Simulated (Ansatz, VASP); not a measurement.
# Zr in VASP and in Ansatz

The input INCAR:

```
SYSTEM = Zr
PREC     = Accurate       ! precision mode
ENCUT    = 600            ! plane-wave cutoff, eV
EDIFF    = 1E-6           ! SCF threshold, eV
ISMEAR   = 0              ! smearing method
SIGMA    = 0.1            ! smearing width, eV
LREAL    = .FALSE.        ! projectors in reciprocal space
LASPH    = .TRUE.         ! aspherical terms in the spheres
NELM     = 100            ! most SCF steps
ALGO     = Fast           ! electronic algorithm
ISIF     = 3              ! what is computed and relaxed
LWAVE    = .FALSE.        ! write WAVECAR
LCHARG   = .FALSE.        ! write CHGCAR
GGA      = PE             ! functional
IBRION   = 2              ! ionic algorithm
NSW      = 100            ! ionic steps
EDIFFG   = -0.005         ! ionic threshold
```

Contents of KPOINTS:

```
regular mesh
0
G
  16 16 16
  0 0 0
```

File POSCAR:

```
Zr
1.0
   -1.8100000000      1.8100000000      1.8100000000
    1.8100000000     -1.8100000000      1.8100000000
    1.8100000000      1.8100000000     -1.8100000000
Zr
1
Direct
    0.0000000000      0.0000000000      0.0000000000
```

Input for Ansatz:

```yaml
crystal:
  lattice:
    - [-1.81, 1.81, 1.81]
    - [1.81, -1.81, 1.81]
    - [1.81, 1.81, -1.81]
  atoms:
    - { symbol: Zr, position: [0.0, 0.0, 0.0] }
basis:
  ecutwfc: 420
kpoints:
  mp_grid: { grid: [16, 16, 16] }
hamiltonian:
  xc: pbe
scf:
  occupations: { method: gaussian, width: 0.1 }
output:
  forces: true
  stress: true
  eigenvalues: true
relax:
  adjacent_minimum: "off"
  f_tol: 0.005
  max_steps: 80
  cell: { stress_tol: 0.05 }
```

Alike in both runs: task relaxation of cell and atoms; functional PBE; k mesh 16 × 16 × 16; occupations gaussian, width 0.1 eV; no spin polarisation.

|  | VASP | Ansatz |
| --- | --- | --- |
| version | VASP 6.6.1 | Ansatz 0.2.0 |
| potentials or method | VASP PAW PBE potentials, release 64 (Zr_sv), cutoff 600 eV | scalar-relativistic, plane waves, PAW |
| valence electrons in the cell | 12 | 12 |

```tsv
	VASP	Ansatz	Ansatz less VASP
gap on the k mesh at the Fermi level, each at its own relaxed structure (eV)	none	none	-
relaxed volume (Å³/atom)	22.85	22.84	-0.015
relaxed cell length with the largest relative difference (Å)	3.096	3.096	-0.0007
```

A gap of «none» marks a metal or a gap that the smearing closes.
